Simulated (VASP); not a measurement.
A run of VASP 6.6.1 is set up as follows.

POSCAR

```
PbS
1.0
    0.0000000000      3.0539500000      2.9650000000
    3.0539500000      0.0000000000      2.9650000000
    3.0539500000      3.0539500000      0.0000000000
Pb S
1 1
Direct
    0.0000000000      0.0000000000      0.0000000000
    0.5000000000      0.5000000000      0.5000000000
```

File INCAR.step1:

```
SYSTEM = PbS
PREC = Accurate
ENCUT = 520
ISMEAR = 0
SIGMA = 0.05
LREAL = .False.
LASPH = .True.
NELM = 60
NBANDS = 17
GGA = PE
ALGO = Normal
EDIFF = 1E-4
LWAVE = .True.
LCHARG = .False.
```

Contents of INCAR.step2:

```
SYSTEM = PbS
PREC = Accurate
ENCUT = 520
EDIFF = 1E-7
ISMEAR = 0
SIGMA = 0.05
LREAL = .False.
LASPH = .True.
NELM = 60
ALGO = Normal
ISIF = 2
LWAVE = .False.
LCHARG = .False.
METAGGA = R2SCAN
LMIXTAU = .True.
NBANDS = 17
ISTART = 1
```

Contents of KPOINTS:

```
Automatic mesh
0
Gamma
  8 8 8
  0 0 0
```

Potentials or basis: VASP PAW PBE potentials, release 64 (Pb_d, S).

The run is started by

```bash
$ cat potpaw_PBE.64/Pb_d/POTCAR potpaw_PBE.64/S/POTCAR > POTCAR
$ cp INCAR.step1 INCAR
$ mpirun -np 1 vasp_std > vasp.out
$ cp INCAR.step2 INCAR
$ mpirun -np 1 vasp_std > vasp.out
```

Task: Predict the pressure.

Result: -1.9 GPa.

Task: Predict the band gap on the k mesh.

Result: 0.80 eV.

Stress tensor (GPa, compression positive):
```
-2.92  0.00  0.00
 0.00 -2.92  0.00
 0.00  0.00  0.24
```

Caveat: the cell differs from its parent crystal (strain +0.030 along x and y, +0.000 along z); the PAW data sets were made with another functional, which shifts forces and pressure a little; spin-orbit coupling is left out, which moves the levels of the heavy elements. A k mesh can miss the band edges.
